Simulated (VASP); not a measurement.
# Si2C (P-3m1) in VASP: a series of runs, part 2 of 2

VASP 6.6.1.

### 4 Relaxation of cell and atoms, PBE

This run uses another cell than the first one, of 10.79 Å³/atom, 0.749 times its volume.

INCAR

```
SYSTEM = Si2C
ALGO = Normal ; EDIFF = 1E-6
EDIFFG = -0.01 ; ENCUT = 600
GGA = PE ; IBRION = 2
ISIF = 3 ; ISMEAR = 0
LASPH = .True. ; LCHARG = .False.
LREAL = .False. ; LWAVE = .False.
NELM = 60 ; NSW = 100
PREC = Accurate ; SIGMA = 0.1
```

KPOINTS

```
k-points
0
Gamma
  18 18 12
  0 0 0
```

POSCAR

```
Si2C
1.0
    2.9669886052      0.0000000000      0.0000000000
   -1.4834943026      2.5694875048      0.0000000000
    0.0000000000      0.0000000000      4.2445540262
Si C
2 1
Direct
    0.3333333333      0.6666666667      0.7247648846
    0.6666666667      0.3333333333      0.2752351154
    0.0000000000      0.0000000000      0.0000000000
```

Potentials or basis: VASP PAW PBE potentials, release 64 (Si, C).

Started as:

```bash
> cat potpaw_PBE.64/Si/POTCAR potpaw_PBE.64/C/POTCAR > POTCAR
> mpirun -np 1 vasp_std > vasp.out
```

OUTCAR:

```text
SYSTEM = Si2C
   EDIFF = 1E-6
   EDIFFG = -0.01
   ENCUT = 600
   GGA = PE
   IBRION = 2
   ISIF = 3
   ISMEAR = 0
   LASPH = .True.
   LREAL = .False.
   NELM = 60
   NSW = 100
   PREC = Accurate

 ion  position               nearest neighbor table
   1  0.333  0.667  0.725-   3 2.07   3 2.07   3 2.07   2 2.56   2 2.56   2 2.56   2 2.90   2 2.90
                             2 2.90
   2  0.667  0.333  0.275-   3 2.07   3 2.07   3 2.07   1 2.56   1 2.56   1 2.56   1 2.90   1 2.90
                             1 2.90
   3  0.000  0.000  0.000-   1 2.07   2 2.07   1 2.07   2 2.07   2 2.07   1 2.07

  LATTYP: Found a hexagonal cell.
 ALAT       =     2.9669886052
 C/A-ratio  =     1.4305933022

  Lattice vectors:

 A1 = (   2.9669886052,   0.0000000000,   0.0000000000)
 A2 = (  -1.4834943026,   2.5694875048,   0.0000000000)
 A3 = (   0.0000000000,   0.0000000000,   4.2445540262)

Analysis of symmetry for initial positions (statically):
=====================================================================
 Subroutine PRICEL returns:
 Original cell was already a primitive cell.

 Routine SETGRP: Setting up the symmetry group for a
 hexagonal supercell.

 Subroutine GETGRP returns: Found 12 space group operations
 (whereof 12 operations were pure point group operations)
 out of a pool of 24 trial point group operations.

The static configuration has the point symmetry D_3d.

Analysis of symmetry for dynamics (positions and initial velocities):
=====================================================================
 Subroutine PRICEL returns:
 Original cell was already a primitive cell.

 Routine SETGRP: Setting up the symmetry group for a
 hexagonal supercell.

 Subroutine GETGRP returns: Found 12 space group operations
 (whereof 12 operations were pure point group operations)
 out of a pool of 24 trial point group operations.

The dynamic configuration has the point symmetry D_3d.

[... 137 lines left out ...]
   NGX = 11   NGY = 11   NGZ = 17

--------------------------------------- Ionic step        1  -------------------------------------------

 number of electron      12.0000000 magnetization

 Free energy of the ion-electron system (eV)
  ---------------------------------------------------
  ext. energy  EPLUGINS =         0.00000000
  ---------------------------------------------------
  free energy    TOTEN  =       -18.24259982 eV

  energy without entropy =      -18.23918575  energy(sigma->0) =      -18.24089278

------------------------ aborting loop because EDIFF is reached ----------------------------------------

  FORCE on cell =-STRESS in cart. coord.  units (eV):
  Direction    XX          YY          ZZ          XY          YZ          ZX
  --------------------------------------------------------------------------------------
  -------------------------------------------------------------------------------------
  Total       -0.0720512     -0.0720512      0.2567307      0.0000000      0.0000000      0.0000000
  in kB       -3.5674431     -3.5674431     12.7114140      0.0000000      0.0000000      0.0000000
  external PRESSURE =       1.8588426 kB  Pullay stress =       0.0000000 kB
[... 135 lines left out ...]
--------------------------------------- Ionic step        5  -------------------------------------------

 number of electron      12.0000000 magnetization

 Free energy of the ion-electron system (eV)
  ---------------------------------------------------
  ext. energy  EPLUGINS =         0.00000000
  ---------------------------------------------------
  free energy    TOTEN  =       -18.24323571 eV

  energy without entropy =      -18.23981014  energy(sigma->0) =      -18.24152292

 E-fermi :  11.4450     XC(G=0): -11.8181

 val. band max:       11.4349831393   @ k =   0.3333   0.2222   0.0833
 cond. band min:      11.4538238731   @ k =  -0.1111   0.2778   0.3333
 fundamental gap:      0.0188407338
 Fermi energy:        11.4449782683

 k-point     1 :       0.0000    0.0000    0.0000
  band No.  band energies     occupation
      1      -6.0616      2.00000
      2       2.1071      2.00000
      3       2.1284      2.00000
      4       9.5951      2.00000
      5       9.5951      2.00000
      6      15.2383      0.00000
      7      15.2383      0.00000
      8      16.0005      0.00000
      9      17.6685      0.00000
     10      19.7814      0.00000
[... 287 lines left out ...]
 k-point    24 :       0.3889    0.1111    0.0000
  band No.  band energies     occupation
      1      -2.2319      2.00000
      2       0.5988      2.00000
      3       5.4192      2.00000
      4       5.6188      2.00000
      5       6.4680      2.00000
      6       8.5499      2.00000
      7       9.9257      2.00000
      8      13.5163      0.00000
      9      14.7881      0.00000
     10      15.2536      0.00000

 [... further k-points ...]

------------------------ aborting loop because EDIFF is reached ----------------------------------------

  FORCE on cell =-STRESS in cart. coord.  units (eV):
  Direction    XX          YY          ZZ          XY          YZ          ZX
  --------------------------------------------------------------------------------------
  -------------------------------------------------------------------------------------
  Total        0.0053874      0.0053874      0.0062560      0.0000000      0.0000000      0.0000000
  in kB        0.2665994      0.2665994      0.3095817      0.0000000      0.0000000      0.0000000
  external PRESSURE =       0.2809268 kB  Pullay stress =       0.0000000 kB
[... 18 lines left out ...]
  FREE ENERGIE OF THE ION-ELECTRON SYSTEM (eV)
  ---------------------------------------------------
  free  energy   TOTEN  =       -18.2432357059 eV

  energy  without entropy=      -18.2398101378  energy(sigma->0) =      -18.24152292

 reached required accuracy - stopping structural energy minimisation
```

CONTCAR:

```text
Si2C
   1.00000000000000
     2.9619529052875291    0.0000000000000000    0.0000000000000000
    -1.4809764526437645    2.5651264607501800    0.0000000000000000
     0.0000000000000000    0.0000000000000001    4.2613175580377716
  Si              C
     2     1
Direct
     0.3333333332999970    0.6666666667000030    0.7252321760335141
     0.6666666667000030    0.3333333332999970    0.2747678239664858
     0.0000000000000000    0.0000000000000000    0.0000000000000000

  0.00000000E+00  0.00000000E+00  0.00000000E+00
  0.00000000E+00  0.00000000E+00  0.00000000E+00
  0.00000000E+00  0.00000000E+00  0.00000000E+00
```

Run time: 2 min. Hardware: 1 thread of Intel Xeon Platinum 8559C (Emerald Rapids), shared host; peak memory 0.28 GiB.

What came out:

- Free energy: -18.2432 eV
- Relaxed volume: 10.79 Å³/atom
- Relaxed cell: a = 2.962 Å, b = 2.962 Å, c = 4.261 Å, α = 90.00°, β = 90.00°, γ = 120.00°
- Space group after relaxing (to 0.05 Å): P-3m1 (No. 164)
- Energy gained by relaxing: 0.2 meV/atom
- Ionic steps: 5
- Pressure after relaxing: 0.0 GPa
- Band gap on the k mesh: zero (band 6 reaches 15.42 eV, above the bottom of band 7 at 9.31 eV)

Step by step:
```tsv
step	energy change (eV)	largest force (eV/Å)	pressure (GPa)	volume (Å³)
1	0.0000	0.0040	0.19	32.36
2	-0.0005	0.0599	-0.27	32.42
3	-0.0005	0.0516	-0.19	32.41
4	-0.0006	0.0169	0.09	32.37
5	-0.0006	0.0012	0.03	32.38
```

Final structure:
```
Si C
1.0
     2.96195    0.00000    0.00000
    -1.48098    2.56513    0.00000
     0.00000    0.00000    4.26132
Si C
2 1
Cartesian
  0.0000 1.7101 3.0904
  1.4810 0.8550 1.1709
  0.0000 0.0000 0.0000
```

### 5 The runs side by side

| task | spin | cell | k mesh | cutoff (eV) | gap on the mesh (eV) | pressure (GPa) |
| --- | --- | --- | --- | --- | --- | --- |
| single point | collinear, ferromagnetic start | a = 2.731, b = 2.731, c = 6.689 Å, angles 90.0, 90.0, 120.0°, 3 atoms | 6 × 6 × 4 | 520 | none | -11.9 |
| single point | off | a = 2.962, b = 2.962, c = 4.262 Å, angles 90.0, 90.0, 120.0°, 3 atoms | 18 × 18 × 12 | 520 | none | 0.0 |
| relaxation of cell and atoms | off | relaxed from a = 2.967, b = 2.967, c = 4.245 Å, angles 90.0, 90.0, 120.0°, 3 atoms | 18 × 18 × 12 | 600 | none | 0.0 |

Alike in all rows: level PBE; potentials or basis VASP PAW PBE potentials, release 64 (Si, C); smearing gaussian 0.1 eV.

Caveats: some runs use coarse meshes; forces of over 1 eV/Å act on the atoms, so gaps and moduli don't describe the material at rest (some runs).

Total energies depend on the potentials used, so only differences within one code and one set of settings carry meaning.
